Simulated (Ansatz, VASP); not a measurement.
**Nb: VASP beside Ansatz**

```
CELL_PARAMETERS angstrom
3.31123 0.00000 0.00000
0.00000 3.31123 0.00000
0.00000 0.00000 13.65840
ATOMIC_POSITIONS crystal
Nb 0.25000 0.25000 0.32947
Nb 0.75000 0.75000 0.43937
Nb 0.25000 0.25000 0.56063
Nb 0.75000 0.75000 0.67053
```

Alike in both runs: task single point; functional PBE; k mesh 10 × 10 × 1; occupations fermi-dirac, width 0.05 eV; no spin polarisation.

```csv
,VASP,Ansatz
version,VASP 6.6.1,Ansatz 0.2.0
potentials or method,"VASP PAW PBE potentials, release 64 (Nb_sv), cutoff 520 eV","all-electron LAPW, scalar-relativistic"
```

```tsv
	VASP	Ansatz	Ansatz less VASP
rms of the force components (eV/Å)	0.006	0.001	-0.0044
```

Atom by atom the forces differ by 0.007 eV/Å (rms over components). Ansatz ran all-electron here, and VASP with PAW potentials. Ansatz's warnings: vacuum density over bound.
